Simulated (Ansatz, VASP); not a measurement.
BiRu in VASP and in Ansatz

```
Ru Bi
1.0
     0.00000    3.02309    3.02309
     3.02309    0.00000    3.02309
     3.02309    3.02309    0.00000
Ru Bi
1 1
Direct
  0.00000 0.00000 0.00000
  0.25000 0.25000 0.25000
```

Alike in both runs: task single point; functional r2SCAN; k mesh 10 × 10 × 10; occupations gaussian, width 0.05 eV; no spin polarisation.

|  | VASP | Ansatz |
| --- | --- | --- |
| version | VASP 6.6.1 | Ansatz 0.2.0 |
| potentials or method | VASP PAW PBE potentials, release 64 (Ru_pv, Bi_d), cutoff 520 eV | scalar-relativistic, plane waves, PAW |
| valence electrons in the cell | 29 | 31 |

```tsv
	VASP	Ansatz	Ansatz less VASP
gap on the k mesh at the Fermi level (eV)	none	none	-
pressure (GPa)	0.2	0.0	-0.24
```

VASP's potentials were made for PBE, not for r2SCAN. A gap of «none» marks a metal or a gap that the smearing closes. VASP's potentials hold 29 valence electrons a cell and Ansatz's 31, so a difference there can come from the potentials and not from the codes.

Neither program's run includes spin-orbit coupling.
